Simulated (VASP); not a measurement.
Wanted: the native input for a VASP 6.6.1 run.

```
Task                    : single point
Functional              : PBE
Potentials or basis     : VASP PAW PBE potentials, release 64 (Zr_sv, B)
Cutoff                  : 520 eV
k mesh                  : 15 × 15 × 12
Occupations             : gaussian, width 0.1 eV
Spin                    : no spin polarisation
Dipole correction       : no
k mesh for the DOS      : 23 × 23 × 18
Occupations for the DOS : tetrahedron
Further INCAR settings  : ALGO = Normal; EDIFF = 1e-07; NBANDS = 16
```

ZrB2:

```xyz
3
Lattice="3.1712 0.0000 0.0000 -1.5856 2.7463 0.0000 0.0000 0.0000 3.5423" Properties=species:S:1:pos:R:3 pbc="T T T"
Zr    0.0000    0.0000    0.0000
B     0.0000    1.8309    1.7711
B     1.5856    0.9154    1.7711
```

The input as run:

POSCAR

```
ZrB2
1.0
    3.1711659769      0.0000000000      0.0000000000
   -1.5855829884      2.7463102956      0.0000000000
    0.0000000000      0.0000000000      3.5422975716
Zr B
1 2
Direct
    0.0000000000      0.0000000000      0.0000000000
    0.3333333333      0.6666666667      0.5000000000
    0.6666666667      0.3333333333      0.5000000000
```

INCAR.step1

```
SYSTEM = ZrB2
  PREC = Accurate
  ENCUT = 520
  EDIFF = 1E-7
  ISMEAR = 0
  SIGMA = 0.1
  LREAL = .False.
  LASPH = .True.
  NELM = 80
  ALGO = Normal
  ISIF = 2
  LWAVE = .False.
  LCHARG = .True.
  LMAXMIX = 4
  GGA = PE
  NBANDS = 16
```

KPOINTS.step1

```
regular mesh
0
Gamma
  15 15 12
  0 0 0
```

INCAR.step2

```
SYSTEM = ZrB2
  PREC = Accurate
  ENCUT = 520
  EDIFF = 1E-7
  ISMEAR = -5
  SIGMA = 0.1
  LREAL = .False.
  LASPH = .True.
  NELM = 80
  ALGO = Normal
  ISIF = 2
  LWAVE = .False.
  LCHARG = .False.
  LMAXMIX = 4
  GGA = PE
  LORBIT = 11
  NBANDS = 16
  NEDOS = 1001
  ICHARG = 11
```

KPOINTS.step2

```
regular mesh
0
Gamma
  23 23 18
  0 0 0
```

Potentials or basis: VASP PAW PBE potentials, release 64 (Zr_sv, B).

Launch:

```bash
$ cat potpaw_PBE.64/Zr_sv/POTCAR potpaw_PBE.64/B/POTCAR > POTCAR
$ cp INCAR.step1 INCAR
$ cp KPOINTS.step1 KPOINTS
$ mpirun -np 1 vasp_std > vasp.out
$ cp INCAR.step2 INCAR
$ cp KPOINTS.step2 KPOINTS
$ mpirun -np 1 vasp_std > vasp.out
```

It gave:

| Item | Value |
| --- | --- |
| Valence electrons inside the program's atomic spheres | Zr 9.96; B 1.90 |

Wall time 4.9 min on 1 thread of Intel Xeon 8259CL, with other jobs on the host, peak memory 0.38 GiB.
